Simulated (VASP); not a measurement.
# KTaO3 (Pm-3m) in VASP: a series of runs

Aim: see how the results for KTaO3 move with the level of theory and the settings. Levels: PBE, PBEsol. Tasks: single point.

Everything below comes from runs of VASP 6.6.1. Logs are shortened: lines on timing, memory, paths and dates and some standing lists are left out, and cuts for length are marked.

## (1) The cell of the first run

Symmetry: Pm-3m, No. 221, cubic system. The conventional cell has a = 3.970 Å, b = 3.970 Å, c = 3.970 Å, α = 90.00°, β = 90.00°, γ = 90.00°. K (site symmetry m-3m) has 12 O at 2.81 Å and 8 Ta at 3.44 Å within 3.7 Å. Within 2.6 Å of Ta (site symmetry m-3m) lie 6 O at 1.99 Å. O (site symmetry 4/mmm) has 2 Ta at 1.99 Å within 2.6 Å.

## (2) Single point, PBE (volume scaled by 0.960)

Contents of INCAR:

```
SYSTEM = KTaO3
PREC     = Accurate       ! precision mode
ENCUT    = 520            ! plane-wave cutoff, eV
EDIFF    = 1E-6           ! SCF threshold, eV
ISMEAR   = 0              ! smearing method
SIGMA    = 0.05           ! smearing width, eV
LREAL    = .False.        ! projectors in reciprocal space
LASPH    = .True.         ! aspherical terms in the spheres
NELM     = 60             ! most SCF steps
ALGO     = Normal         ! electronic algorithm
ISIF     = 2              ! what is computed and relaxed
LWAVE    = .False.        ! write WAVECAR
LCHARG   = .False.        ! write CHGCAR
GGA      = PE             ! functional
NBANDS   = 27             ! bands
```

Contents of KPOINTS:

```
regular mesh
0
Gamma
  8 8 8
  0 0 0
```

Contents of POSCAR:

```
KTaO3
1.0
    3.9700125968      0.0000000000      0.0000000000
    0.0000000000      3.9700125968      0.0000000000
    0.0000000000      0.0000000000      3.9700125968
K Ta O
1 1 3
Direct
    0.0000000000      0.0000000000      0.0000000000
    0.5000000000      0.5000000000      0.5000000000
    0.0000000000      0.5000000000      0.5000000000
    0.5000000000      0.5000000000      0.0000000000
    0.5000000000      0.0000000000      0.5000000000
```

Potentials or basis: VASP PAW PBE potentials, release 64 (K_sv, Ta_pv, O).

Launch:

```sh
> cat potpaw_PBE.64/K_sv/POTCAR potpaw_PBE.64/Ta_pv/POTCAR potpaw_PBE.64/O/POTCAR > POTCAR
> mpirun -np 1 vasp_std > vasp.out
```

OUTCAR:

```text
SYSTEM = KTaO3
   PREC = Accurate
   ENCUT = 520
   EDIFF = 1E-6
   ISMEAR = 0
   LREAL = .False.
   LASPH = .True.
   NELM = 60
   ISIF = 2
   GGA = PE

 ion  position               nearest neighbor table
   1  0.000  0.000  0.000-   3 2.81   4 2.81   5 2.81   3 2.81   5 2.81   3 2.81   4 2.81   3 2.81
                             4 2.81   5 2.81   5 2.81   4 2.81   2 3.44   2 3.44   2 3.44   2 3.44
   2  0.500  0.500  0.500-   3 1.99   4 1.99   5 1.99   4 1.99   5 1.99   3 1.99   1 3.44   1 3.44
                             1 3.44   1 3.44   1 3.44   1 3.44   1 3.44   1 3.44
   3  0.000  0.500  0.500-   2 1.99   2 1.99   1 2.81   1 2.81   1 2.81   1 2.81
   4  0.500  0.500  0.000-   2 1.99   2 1.99   1 2.81   1 2.81   1 2.81   1 2.81
   5  0.500  0.000  0.500-   2 1.99   2 1.99   1 2.81   1 2.81   1 2.81   1 2.81

  LATTYP: Found a simple cubic cell.
 ALAT       =     3.9700125968

  Lattice vectors:

 A1 = (   3.9700125968,   0.0000000000,   0.0000000000)
 A2 = (   0.0000000000,   3.9700125968,   0.0000000000)
 A3 = (   0.0000000000,   0.0000000000,   3.9700125968)

Analysis of symmetry for initial positions (statically):
=====================================================================
 Subroutine PRICEL returns:
 Original cell was already a primitive cell.

 Routine SETGRP: Setting up the symmetry group for a
 simple cubic supercell.

 Subroutine GETGRP returns: Found 48 space group operations
 (whereof 48 operations were pure point group operations)
 out of a pool of 48 trial point group operations.

The static configuration has the point symmetry O_h .

Analysis of symmetry for dynamics (positions and initial velocities):
=====================================================================
 Subroutine PRICEL returns:
 Original cell was already a primitive cell.

 Routine SETGRP: Setting up the symmetry group for a
 simple cubic supercell.

 Subroutine GETGRP returns: Found 48 space group operations
 (whereof 48 operations were pure point group operations)
 out of a pool of 48 trial point group operations.

The dynamic configuration has the point symmetry O_h .

 Subroutine INISYM returns: Found 48 space group operations
 (whereof 48 operations are pure point group operations),
 and found     1 'primitive' translations

----------------------------------------------------------------------------------------

                                     Primitive cell

  volume of cell :      62.5714

  direct lattice vectors                    reciprocal lattice vectors
     3.970012597  0.000000000  0.000000000     0.251888370  0.000000000  0.000000000
     0.000000000  3.970012597  0.000000000     0.000000000  0.251888370  0.000000000
     0.000000000  0.000000000  3.970012597     0.000000000  0.000000000  0.251888370

  length of vectors
     3.970012597  3.970012597  3.970012597     0.251888370  0.251888370  0.251888370

  position of ions in fractional coordinates (direct lattice)
     0.000000000  0.000000000  0.000000000
     0.500000000  0.500000000  0.500000000
     0.000000000  0.500000000  0.500000000
     0.500000000  0.500000000  0.000000000
     0.500000000  0.000000000  0.500000000

  ion indices of the primitive-cell ions
   primitive index   ion index
                 1           1
                 2           2
                 3           3
                 4           4
                 5           5

----------------------------------------------------------------------------------------

 KPOINTS: regular mesh

Automatic generation of k-mesh.
 Grid dimensions read from file:
 generate k-points for:    8    8    8

 Generating k-lattice:

  Cartesian coordinates                     Fractional coordinates (reciprocal lattice)
     0.031486046  0.000000000  0.000000000     0.125000000  0.000000000  0.000000000
     0.000000000  0.031486046  0.000000000     0.000000000  0.125000000  0.000000000
     0.000000000  0.000000000  0.031486046     0.000000000  0.000000000  0.125000000

  Length of vectors
     0.031486046  0.031486046  0.031486046

  Shift w.r.t. Gamma in fractional coordinates (k-lattice)
     0.000000000  0.000000000  0.000000000

 Subroutine IBZKPT returns following result:
 ===========================================

 Found     35 irreducible k-points:

 Following reciprocal coordinates:
            Coordinates               Weight
  0.000000  0.000000  0.000000      1.000000
  0.125000  0.000000  0.000000      6.000000
  0.250000  0.000000  0.000000      6.000000
  0.375000  0.000000  0.000000      6.000000
  0.500000  0.000000  0.000000      3.000000
  0.125000  0.125000  0.000000     12.000000
[... 16 lines left out ...]
  0.375000  0.375000  0.125000     24.000000
  0.500000  0.375000  0.125000     24.000000
 [... further k-points ...]
   k-points           NKPTS =     35   k-points in BZ     NKDIM =     35   number of bands    NBANDS=     27
   number of dos      NEDOS =    301   number of ions     NIONS =      5
   total plane-waves  NPLWV =  27000
   dimension x,y,z NGX =    30 NGY =   30 NGZ =   30
   dimension x,y,z NGXF=    60 NGYF=   60 NGZF=   60
   ions per type =               1   1   3
   NGX,Y,Z   is equivalent  to a cutoff of  12.56, 12.56, 12.56 a.u.
   NGXF,Y,Z  is equivalent  to a cutoff of  25.13, 25.13, 25.13 a.u.
 SYSTEM =  KTaO3
   PREC   = accura    normal or accurate (medium, high low for compatibility)
   ISTART =      0    job   : 0-new  1-cont  2-samecut
   ICHARG =      2    charge: 1-file 2-atom 10-const
   ISPIN  =      1    spin polarized calculation?
   LNONCOLLINEAR =      F non collinear calculations
   LSORBIT =      F    spin-orbit coupling
   LASPH  =      T    aspherical Exc in radial PAW
   ENCUT  =  520.0 eV  38.22 Ry    6.18 a.u.   7.38  7.38  7.38*2*pi/ulx,y,z
   NELM   =     60;   NELMIN=  2; NELMDL= -5     # of ELM steps
   EDIFF  = 0.1E-05   stopping-criterion for ELM
   LREAL  =      F    real-space projection
   EDIFFG = 0.1E-04   stopping-criterion for IOM
   NSW    =      0    number of steps for IOM
   IBRION =     -1    ionic relax: 0-MD 1-quasi-New 2-CG
   NFREE  =      0    steps in history (QN), initial steepest desc. (CG)
   ISIF   =      2    stress and relaxation
   ISYM   =      2    0-nonsym 1-usesym 2-fastsym
   POTIM  = 0.5000    time-step for ionic-motion
   TEBEG  =    0.0;   TEEND  =   0.0 temperature during run
   PSTRESS=    0.0 pullay stress
   NELECT =      38.0000    total number of electrons
   NUPDOWN=      -1.0000    fix difference up-down
   EMIN   =  10.00;   EMAX   =-10.00  energy-range for DOS
   EFERMI =   0.00;   METHOD = LEGACY
   ISMEAR =     0;   SIGMA  =   0.05  broadening in eV -4-tet -1-fermi 0-gaus
   EFERMI_NEDOS =   21; number of points for ismear=-14 and -15
   IALGO  =     38    algorithm
   IMIX   =      4    mixing-type and parameters
     AMIX     =   0.40;   BMIX     =  1.00
     AMIX_MAG =   1.60;   BMIX_MAG =  1.00
  volume/ion in A,a.u.               =      12.51        84.45
  Fermi-wavevector in a.u.,A,eV,Ry     =   1.386365  2.619849 26.150492  1.922007
  Thomas-Fermi vector in A             =   2.510687
   LORBIT       =      0    0 simple, 1 ext, 2 COOP (PROOUT), +10 PAW based schemes
   GGA     = PE    functional components
   LHFCALC =     F    Hartree Fock is set to
   AEXX    =    0.0000 exact exchange contribution
   IVDW    =     0    specifies the selected vdW correction
   LEPSILON=     F    determine dielectric tensor
   LRPA    =     F    only Hartree local field effects (RPA)
 non-spin polarized calculation
 Gauss-broadening in eV      SIGMA  =   0.05
  energy-cutoff  :      520.00
  volume of cell :       62.57
 maximum number of plane-waves:      1743
 NGX is ok and might be reduce to    30
   NGX = 15   NGY = 15   NGZ = 15

 number of electron      37.9999978 magnetization

 Free energy of the ion-electron system (eV)
  ---------------------------------------------------
  ext. energy  EPLUGINS =         0.00000000
  ---------------------------------------------------
  free energy    TOTEN  =       -40.98773122 eV

  energy without entropy =      -40.98773122  energy(sigma->0) =      -40.98773122

 E-fermi :   2.1803     XC(G=0): -10.9459

 val. band max:        1.8975088720   @ k =   0.5000   0.5000   0.5000
 cond. band min:       4.1033406551   @ k =   0.0000   0.0000   0.0000
 fundamental gap:      2.2058317831
 Fermi energy:         2.1802895135

 k-point     1 :       0.0000    0.0000    0.0000
  band No.  band energies     occupation
      1     -32.1642      2.00000
      2     -32.1642      2.00000
      3     -32.1642      2.00000
      4     -25.4146      2.00000
      5     -15.7048      2.00000
      6     -14.9946      2.00000
[... 19 lines left out ...]
     26       9.9592      0.00000
     27       9.9592      0.00000

 k-point     2 :       0.1250    0.0000    0.0000
  band No.  band energies     occupation
      1     -32.1786      2.00000
      2     -32.1637      2.00000
      3     -32.1637      2.00000
      4     -25.4101      2.00000
      5     -15.6585      2.00000
      6     -14.9908      2.00000
[... 19 lines left out ...]
     26      10.1606      0.00000
     27      10.1997      0.00000

 k-point     3 :       0.2500    0.0000    0.0000
  band No.  band energies     occupation
      1     -32.2132      2.00000
      2     -32.1623      2.00000
      3     -32.1623      2.00000
      4     -25.3994      2.00000
      5     -15.6055      2.00000
      6     -14.9822      2.00000
[... 19 lines left out ...]
     26      10.6661      0.00000
     27      11.1549      0.00000

 k-point     4 :       0.3750    0.0000    0.0000
  band No.  band energies     occupation
      1     -32.2474      2.00000
      2     -32.1610      2.00000
      3     -32.1610      2.00000
      4     -25.3888      2.00000
      5     -15.6012      2.00000
      6     -14.9737      2.00000
[... 19 lines left out ...]
     26      11.2041      0.00000
     27      12.4933      0.00000
[... 516 lines left out ...]
      4     -25.3746      2.00000
      5     -15.2101      2.00000
      6     -14.6271      2.00000
[... 19 lines left out ...]
     26      12.1620      0.00000
     27      12.6306      0.00000

 k-point    23 :       0.3750    0.3750    0.1250
  band No.  band energies     occupation
      1     -32.2428      2.00000
      2     -32.2424      2.00000
      3     -32.1721      2.00000
      4     -25.3717      2.00000
      5     -15.1272      2.00000
      6     -14.2937      2.00000
[... 19 lines left out ...]
     26      12.5967      0.00000
     27      12.7221      0.00000

 k-point    24 :       0.5000    0.3750    0.1250
  band No.  band energies     occupation
      1     -32.2565      2.00000
      2     -32.2419      2.00000
      3     -32.1715      2.00000
      4     -25.3692      2.00000
      5     -15.1033      2.00000
      6     -14.2728      2.00000
[... 19 lines left out ...]
     26      12.6995      0.00000
     27      12.7903      0.00000

 [... further k-points ...]
[... 5 lines left out ...]
  --------------------------------------------------------------------------------------
  -------------------------------------------------------------------------------------
  Total        3.5709908      3.5709908      3.5709908     -0.0000000      0.0000000     -0.0000000
  in kB       91.4373561     91.4373561     91.4373561     -0.0000000      0.0000000     -0.0000000
  external PRESSURE =      91.4373561 kB  Pullay stress =       0.0000000 kB

 VOLUME and BASIS-vectors are now :
 -----------------------------------------------------------------------------
  energy-cutoff  :      520.00
  volume of cell :       62.57
      direct lattice vectors                 reciprocal lattice vectors
     3.970012597  0.000000000  0.000000000     0.251888370  0.000000000  0.000000000
     0.000000000  3.970012597  0.000000000     0.000000000  0.251888370  0.000000000
     0.000000000  0.000000000  3.970012597     0.000000000  0.000000000  0.251888370

 POSITION                                       TOTAL-FORCE (eV/Angst)
 -----------------------------------------------------------------------------------
      0.00000      0.00000      0.00000         0.000000      0.000000      0.000000
      1.98501      1.98501      1.98501         0.000000      0.000000      0.000000
      0.00000      1.98501      1.98501         0.000000      0.000000      0.000000
      1.98501      1.98501      0.00000         0.000000      0.000000      0.000000
      1.98501      0.00000      1.98501         0.000000      0.000000      0.000000
 -----------------------------------------------------------------------------------
    total drift:                                0.000000      0.000000     -0.000000

  FREE ENERGIE OF THE ION-ELECTRON SYSTEM (eV)
  ---------------------------------------------------
  free  energy   TOTEN  =       -40.9877312216 eV

  energy  without entropy=      -40.9877312216  energy(sigma->0) =      -40.98773122
```

Wall time 68 s (1 thread of AMD EPYC 7R13, shared host); peak memory 0.18 GiB.

What came out:

```
Free energy            : -40.9877 eV
Pressure               : 9.1 GPa
Band gap on the k mesh : 2.21 eV, indirect (least direct gap 2.82 eV)
```

Caveat: the cell differs from its parent crystal (volume scaled by 0.960); spin-orbit coupling is left out, which moves the levels of the heavy elements.

## (3) Single point, PBE (volume scaled by 0.980)

Edit INCAR of step 2 so:

```diff
@@ -8,3 +8,3 @@
 LASPH    = .True.         ! aspherical terms in the spheres
-NELM     = 60             ! most SCF steps
+NELM     = 80             ! most SCF steps
 ALGO     = Normal         ! electronic algorithm
```

Contents of KPOINTS:

```
Automatic mesh
0
Gamma
  8 8 8
  0 0 0
```

Edit POSCAR of step 2 so:

```diff
@@ -2,5 +2,5 @@
 1.0
-    3.9700125968      0.0000000000      0.0000000000
-    0.0000000000      3.9700125968      0.0000000000
-    0.0000000000      0.0000000000      3.9700125968
+    3.9973928593      0.0000000000      0.0000000000
+    0.0000000000      3.9973928593      0.0000000000
+    0.0000000000      0.0000000000      3.9973928593
 K Ta O
```

Potentials or basis: VASP PAW PBE potentials, release 64 (K_sv, Ta_pv, O).

Launch:

```sh
> cat potpaw_PBE.64/K_sv/POTCAR potpaw_PBE.64/Ta_pv/POTCAR potpaw_PBE.64/O/POTCAR > POTCAR
> mpirun -np 1 vasp_std > vasp.out
```

It took 70 s on 1 thread of AMD EPYC 7R13, shared host; peak memory 0.18 GiB.

The run converged. Its results:

* Free energy: -41.0450 eV
* Pressure: 4.6 GPa
* Band gap on the k mesh: 2.16 eV, indirect (least direct gap 2.78 eV)

Levels at points of the mesh, in eV from the valence-band top:
```csv
k point,band 15,band 16,band 17,band 18,band 19,band 20,band 21,band 22,band 23,band 24
"(0.00, 0.00, 0.00)",-1.05,-1.05,-0.62,-0.62,-0.62,2.16,2.16,2.16,6.57,6.68
"(0.50, 0.00, 0.00)",-2.32,-2.12,-1.50,-0.85,-0.85,2.32,4.97,4.97,6.72,8.39
"(0.50, 0.50, 0.00)",-2.80,-1.66,-1.42,-1.42,-0.04,5.01,5.01,6.28,7.58,10.06
"(0.50, 0.50, 0.50)",-3.88,-3.88,0.00,0.00,0.00,6.41,6.41,6.41,8.89,8.89
```

Caveat: the cell differs from its parent crystal (volume scaled by 0.980); spin-orbit coupling is left out, which moves the levels of the heavy elements.

## (4) Single point, PBEsol

This run uses another cell than the first one, of 13.04 Å³/atom, 1.042 times its volume.

Contents of INCAR:

```
SYSTEM = KTaO3
ALGO = Normal
EDIFF = 1E-6
ENCUT = 520
GGA = PS
ISIF = 2
ISMEAR = 0
LASPH = .TRUE.
LCHARG = .FALSE.
LREAL = .FALSE.
LWAVE = .FALSE.
NBANDS = 27
NELM = 100
PREC = Accurate
SIGMA = 0.05
```

Contents of KPOINTS:

```
k-points
0
G
  8 8 8
  0 0 0
```

Edit POSCAR of step 3 so:

```diff
@@ -2,5 +2,5 @@
 1.0
-    3.9973928593      0.0000000000      0.0000000000
-    0.0000000000      3.9973928593      0.0000000000
-    0.0000000000      0.0000000000      3.9973928593
+    4.0244030898      0.0000000000      0.0000000000
+    0.0000000000      4.0244030898      0.0000000000
+    0.0000000000      0.0000000000      4.0244030898
 K Ta O
```

Launch:

```sh
> cat potpaw_PBE.64/K_sv/POTCAR potpaw_PBE.64/Ta_pv/POTCAR potpaw_PBE.64/O/POTCAR > POTCAR
> mpirun -np 1 vasp_std > vasp.out
```

It took 69 s on 1 thread of AMD EPYC 7R13, shared host; peak memory 0.18 GiB.

Results (log left out):

| Item | Value |
| --- | --- |
| Free energy | -42.8974 eV |
| Pressure | -4.9 GPa |
| Band gap on the k mesh | 2.03 eV, indirect (least direct gap 2.66 eV) |

Levels at points of the mesh, in eV from the valence-band top:
| k point | band 15 | band 16 | band 17 | band 18 | band 19 | band 20 | band 21 | band 22 | band 23 | band 24 |
| --- | --- | --- | --- | --- | --- | --- | --- | --- | --- | --- |
| (0.00, 0.00, 0.00) | -1.03 | -1.03 | -0.63 | -0.63 | -0.63 | 2.03 | 2.03 | 2.03 | 6.23 | 6.44 |
| (0.50, 0.00, 0.00) | -2.34 | -2.12 | -1.48 | -0.85 | -0.85 | 2.18 | 4.81 | 4.81 | 6.48 | 8.03 |
| (0.50, 0.50, 0.00) | -2.78 | -1.71 | -1.42 | -1.42 | -0.04 | 4.84 | 4.84 | 6.09 | 7.29 | 9.92 |
| (0.50, 0.50, 0.50) | -3.86 | -3.86 | 0.00 | 0.00 | 0.00 | 6.21 | 6.21 | 6.21 | 8.72 | 8.72 |

Caveat: the PAW data sets were made with another functional, which shifts forces and pressure a little; spin-orbit coupling is left out, which moves the levels of the heavy elements.

## (5) The runs side by side

```csv
level,cell,gap on the mesh (eV),pressure (GPa)
PBE,"a = 3.970 Å, 5 atoms",2.21,9.1
PBE,"a = 3.997 Å, 5 atoms",2.16,4.6
PBEsol,"a = 4.024 Å, 5 atoms",2.03,-4.9
```

Alike in all rows: task single point; potentials or basis VASP PAW PBE potentials, release 64 (K_sv, Ta_pv, O); no spin polarisation; k mesh 8 × 8 × 8; cutoff (eV) 520; smearing gaussian 0.05 eV.

Caveats: spin-orbit coupling is left out, which moves the levels of the heavy elements; the PAW data sets were made with another functional, which shifts forces and pressure a little (some runs).

Absolute energies hang on the potentials; compare differences alone.
